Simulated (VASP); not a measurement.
# MgO (Fm-3m) in VASP: relaxation of cell and atoms with LDA

Aim: the relaxation of cell and atoms of MgO with LDA.

All numbers are computed with VASP 6.6.1; they aren't measurements. Logs are shortened: lines on timing, memory, paths and dates and some standing lists are left out, and cuts for length are marked.

## (1) The cell of the first run

It takes space group Fm-3m (No. 225, cubic). Conventional cell: a = 4.161 Å, b = 4.161 Å, c = 4.161 Å, α = 90.00°, β = 90.00°, γ = 90.00°. Within 2.8 Å of Mg (site symmetry m-3m) lie 6 O at 2.08 Å. O (site symmetry m-3m) has 6 Mg at 2.08 Å within 2.8 Å.

## (2) Relaxation of cell and atoms, LDA

INCAR

```
SYSTEM = MgO
PREC = Accurate
ENCUT = 840
EDIFF = 1E-7
ISMEAR = 0
SIGMA = 0.02
LREAL = .FALSE.
LASPH = .TRUE.
NELM = 120
ALGO = Normal
ISIF = 3
LWAVE = .FALSE.
LCHARG = .FALSE.
IBRION = 2
NSW = 100
EDIFFG = -0.002
GGA_COMPAT = .FALSE.
NELMIN = 4
```

KPOINTS

```
Automatic mesh
0
G
  8 8 8
  0 0 0
```

POSCAR

```
MgO
1.0
    0.0000000000      2.0805909286      2.0805909286
    2.0805909286      0.0000000000      2.0805909286
    2.0805909286      2.0805909286      0.0000000000
Mg O
1 1
Direct
    0.0000000000      0.0000000000      0.0000000000
    0.5000000000      0.5000000000      0.5000000000
```

Potentials or basis: VASP PAW LDA potentials, release 64 (Mg_sv, O).

The run is started by

```console
$ cat potpaw_LDA.64/Mg_sv/POTCAR potpaw_LDA.64/O/POTCAR > POTCAR
$ mpirun -np 1 vasp_std > vasp.out
```

OUTCAR:

```text
SYSTEM = MgO
   PREC = Accurate
   ENCUT = 840
   EDIFF = 1E-7
   ISMEAR = 0
   LREAL = .FALSE.
   LASPH = .TRUE.
   NELM = 120
   ISIF = 3
   IBRION = 2
   NSW = 100
   EDIFFG = -0.002
   NELMIN = 4

 ion  position               nearest neighbor table
   1  0.000  0.000  0.000-   2 2.08   2 2.08   2 2.08   2 2.08   2 2.08   2 2.08
   2  0.500  0.500  0.500-   1 2.08   1 2.08   1 2.08   1 2.08   1 2.08   1 2.08

  LATTYP: Found a face centered cubic cell.
 ALAT       =     4.1611818572

  Lattice vectors:

 A1 = (   0.0000000000,   2.0805909286,   2.0805909286)
 A2 = (   2.0805909286,   0.0000000000,   2.0805909286)
 A3 = (   2.0805909286,   2.0805909286,   0.0000000000)

Analysis of symmetry for initial positions (statically):
=====================================================================
 Subroutine PRICEL returns:
 Original cell was already a primitive cell.

 Routine SETGRP: Setting up the symmetry group for a
 face centered cubic supercell.

 Subroutine GETGRP returns: Found 48 space group operations
 (whereof 48 operations were pure point group operations)
 out of a pool of 48 trial point group operations.

The static configuration has the point symmetry O_h .

Analysis of symmetry for dynamics (positions and initial velocities):
=====================================================================
 Subroutine PRICEL returns:
 Original cell was already a primitive cell.

 Routine SETGRP: Setting up the symmetry group for a
 face centered cubic supercell.

 Subroutine GETGRP returns: Found 48 space group operations
 (whereof 48 operations were pure point group operations)
 out of a pool of 48 trial point group operations.

The dynamic configuration has the point symmetry O_h .

 Subroutine INISYM returns: Found 48 space group operations
 (whereof 48 operations are pure point group operations),
 and found     1 'primitive' translations

----------------------------------------------------------------------------------------

                                     Primitive cell

  volume of cell :      18.0132

  direct lattice vectors                    reciprocal lattice vectors
     0.000000000  2.080590929  2.080590929    -0.240316341  0.240316341  0.240316341
     2.080590929  0.000000000  2.080590929     0.240316341 -0.240316341  0.240316341
     2.080590929  2.080590929  0.000000000     0.240316341  0.240316341 -0.240316341

  length of vectors
     2.942399909  2.942399909  2.942399909     0.416240113  0.416240113  0.416240113

  position of ions in fractional coordinates (direct lattice)
     0.000000000  0.000000000  0.000000000
     0.500000000  0.500000000  0.500000000

  ion indices of the primitive-cell ions
   primitive index   ion index
                 1           1
                 2           2

----------------------------------------------------------------------------------------

 KPOINTS: Automatic mesh

Automatic generation of k-mesh.
 Grid dimensions read from file:
 generate k-points for:    8    8    8

 Generating k-lattice:

  Cartesian coordinates                     Fractional coordinates (reciprocal lattice)
    -0.030039543  0.030039543  0.030039543     0.125000000  0.000000000  0.000000000
     0.030039543 -0.030039543  0.030039543     0.000000000  0.125000000  0.000000000
     0.030039543  0.030039543 -0.030039543     0.000000000  0.000000000  0.125000000

  Length of vectors
     0.052030014  0.052030014  0.052030014

  Shift w.r.t. Gamma in fractional coordinates (k-lattice)
     0.000000000  0.000000000  0.000000000

 Subroutine IBZKPT returns following result:
 ===========================================

 Found     29 irreducible k-points:

 Following reciprocal coordinates:
            Coordinates               Weight
  0.000000  0.000000  0.000000      1.000000
  0.125000  0.000000  0.000000      8.000000
  0.250000  0.000000  0.000000      8.000000
  0.375000  0.000000  0.000000      8.000000
  0.500000  0.000000  0.000000      4.000000
  0.125000  0.125000  0.000000      6.000000
[... 16 lines left out ...]
  0.500000  0.250000  0.125000     48.000000
 -0.375000  0.250000  0.125000     24.000000
 [... further k-points ...]
   k-points           NKPTS =     29   k-points in BZ     NKDIM =     29   number of bands    NBANDS=     12
   number of dos      NEDOS =    301   number of ions     NIONS =      2
   total plane-waves  NPLWV =  21952
   dimension x,y,z NGX =    28 NGY =   28 NGZ =   28
   dimension x,y,z NGXF=    56 NGYF=   56 NGZF=   56
   ions per type =               1   1
   NGX,Y,Z   is equivalent  to a cutoff of  15.82, 15.82, 15.82 a.u.
   NGXF,Y,Z  is equivalent  to a cutoff of  31.64, 31.64, 31.64 a.u.
 SYSTEM =  MgO
   PREC   = accura    normal or accurate (medium, high low for compatibility)
   ISTART =      0    job   : 0-new  1-cont  2-samecut
   ICHARG =      2    charge: 1-file 2-atom 10-const
   ISPIN  =      1    spin polarized calculation?
   LNONCOLLINEAR =      F non collinear calculations
   LSORBIT =      F    spin-orbit coupling
   LASPH  =      T    aspherical Exc in radial PAW
   ENCUT  =  840.0 eV  61.74 Ry    7.86 a.u.   6.95  6.95  6.95*2*pi/ulx,y,z
   NELM   =    120;   NELMIN=  4; NELMDL= -5     # of ELM steps
   EDIFF  = 0.1E-06   stopping-criterion for ELM
   LREAL  =      F    real-space projection
   EDIFFG = -.2E-02   stopping-criterion for IOM
   NSW    =    100    number of steps for IOM
   IBRION =      2    ionic relax: 0-MD 1-quasi-New 2-CG
   NFREE  =      1    steps in history (QN), initial steepest desc. (CG)
   ISIF   =      3    stress and relaxation
   ISYM   =      2    0-nonsym 1-usesym 2-fastsym
   POTIM  = 0.5000    time-step for ionic-motion
   TEBEG  =    0.0;   TEEND  =   0.0 temperature during run
   PSTRESS=    0.0 pullay stress
   NELECT =      16.0000    total number of electrons
   NUPDOWN=      -1.0000    fix difference up-down
   EMIN   =  10.00;   EMAX   =-10.00  energy-range for DOS
   EFERMI =   0.00;   METHOD = LEGACY
   ISMEAR =     0;   SIGMA  =   0.02  broadening in eV -4-tet -1-fermi 0-gaus
   EFERMI_NEDOS =   21; number of points for ismear=-14 and -15
   IALGO  =     38    algorithm
   IMIX   =      4    mixing-type and parameters
     AMIX     =   0.40;   BMIX     =  1.00
     AMIX_MAG =   1.60;   BMIX_MAG =  1.00
  volume/ion in A,a.u.               =       9.01        60.78
  Fermi-wavevector in a.u.,A,eV,Ry     =   1.573686  2.973836 33.694667  2.476488
  Thomas-Fermi vector in A             =   2.674933
   LORBIT       =      0    0 simple, 1 ext, 2 COOP (PROOUT), +10 PAW based schemes
   GGA     = CA    functional components
   LHFCALC =     F    Hartree Fock is set to
   AEXX    =    0.0000 exact exchange contribution
   IVDW    =     0    specifies the selected vdW correction
   LEPSILON=     F    determine dielectric tensor
   LRPA    =     F    only Hartree local field effects (RPA)
 conjugate gradient relaxation of ions
 non-spin polarized calculation
 Gauss-broadening in eV      SIGMA  =   0.02
  energy-cutoff  :      840.00
  volume of cell :       18.01
 maximum number of plane-waves:      1012
   NGX = 13   NGY = 13   NGZ = 13

--------------------------------------- Ionic step        1  -------------------------------------------

 number of electron      15.9999996 magnetization

 Free energy of the ion-electron system (eV)
  ---------------------------------------------------
  ext. energy  EPLUGINS =         0.00000000
  ---------------------------------------------------
  free energy    TOTEN  =       -13.23355961 eV

  energy without entropy =      -13.23355961  energy(sigma->0) =      -13.23355961

------------------------ aborting loop because EDIFF is reached ----------------------------------------

  FORCE on cell =-STRESS in cart. coord.  units (eV):
  Direction    XX          YY          ZZ          XY          YZ          ZX
  --------------------------------------------------------------------------------------
  -------------------------------------------------------------------------------------
  Total        0.0418813      0.0418813      0.0418813      0.0000000      0.0000000     -0.0000000
  in kB        3.7251239      3.7251239      3.7251239      0.0000000      0.0000000     -0.0000000
  external PRESSURE =       3.7251239 kB  Pullay stress =       0.0000000 kB
[... 57 lines left out ...]
  energy  without entropy=      -13.2336124565  energy(sigma->0) =      -13.23361246

--------------------------------------- Ionic step        3  -------------------------------------------

 number of electron      15.9999996 magnetization

 Free energy of the ion-electron system (eV)
  ---------------------------------------------------
  ext. energy  EPLUGINS =         0.00000000
  ---------------------------------------------------
  free energy    TOTEN  =       -13.23361636 eV

  energy without entropy =      -13.23361636  energy(sigma->0) =      -13.23361636

 E-fermi :   3.0633     XC(G=0): -12.1100

 val. band max:        2.8305777430   @ k =   0.0000   0.0000   0.0000
 cond. band min:       7.8362323192   @ k =   0.0000   0.0000   0.0000
 fundamental gap:      5.0056545762
 Fermi energy:         3.0632854058

 k-point     1 :       0.0000    0.0000    0.0000
  band No.  band energies     occupation
      1     -68.3955      2.00000
      2     -35.8525      2.00000
      3     -35.8525      2.00000
      4     -35.8525      2.00000
      5     -14.3340      2.00000
      6       2.8306      2.00000
      7       2.8306      2.00000
      8       2.8306      2.00000
      9       7.8362      0.00000
     10      18.5455      0.00000
     11      18.5455      0.00000
     12      18.5455      0.00000
[... 331 lines left out ...]
 k-point    24 :      -0.3750    0.2500    0.1250
  band No.  band energies     occupation
      1     -68.3824      2.00000
      2     -35.9402      2.00000
      3     -35.8884      2.00000
      4     -35.8716      2.00000
      5     -12.7082      2.00000
      6      -1.3660      2.00000
      7       0.7905      2.00000
      8       1.7779      2.00000
      9      12.5749      0.00000
     10      15.1546      0.00000
     11      16.4193      0.00000
     12      19.8424      0.00000

 [... further k-points ...]

------------------------ aborting loop because EDIFF is reached ----------------------------------------

  FORCE on cell =-STRESS in cart. coord.  units (eV):
  Direction    XX          YY          ZZ          XY          YZ          ZX
  --------------------------------------------------------------------------------------
  -------------------------------------------------------------------------------------
  Total       -0.0036109     -0.0036109     -0.0036109      0.0000000      0.0000000      0.0000000
  in kB       -0.3203760     -0.3203760     -0.3203760      0.0000000      0.0000000      0.0000000
  external PRESSURE =      -0.3203760 kB  Pullay stress =       0.0000000 kB
[... 17 lines left out ...]
  FREE ENERGIE OF THE ION-ELECTRON SYSTEM (eV)
  ---------------------------------------------------
  free  energy   TOTEN  =       -13.2336163580 eV

  energy  without entropy=      -13.2336163580  energy(sigma->0) =      -13.23361636

 reached required accuracy - stopping structural energy minimisation
```

Run time: 21 s. Hardware: 1 thread of AMD EPYC 7R13 (Zen 3), shared host; peak memory 0.11 GiB.

Results:

```
Free energy                           : -13.2336 eV
Relaxed volume                        : 9.03 Å³/atom
Relaxed cell                          : a = 2.945 Å, b = 2.945 Å, c = 2.945 Å, α = 60.00°, β = 60.00°, γ = 60.00°
Space group after relaxing (to 0.1 Å) : Fm-3m (No. 225)
Energy gained by relaxing             : 0.0 meV/atom
Ionic steps                           : 3
Pressure after relaxing               : 0.0 GPa
Band gap on the k mesh                : 5.01 eV
```

Final structure:
```
Mg O
1.0
     0.00000    2.08231    2.08231
     2.08231    0.00000    2.08231
     2.08231    2.08231    0.00000
Mg O
1 1
Direct
  0.00000 0.00000 0.00000
  0.50000 0.50000 0.50000
```

Levels at points of the mesh, in eV from the valence-band top:
```
           k point  band 6  band 7  band 8  band 9  band 10  band 11
(0.00, 0.00, 0.00)    0.00    0.00    0.00    5.01    15.71    15.71
(0.50, 0.00, 0.00)   -4.84   -0.71   -0.71    7.96    12.79    16.36
(0.50, 0.50, 0.00)   -4.26   -1.41   -1.41    8.93    10.10    13.25
```
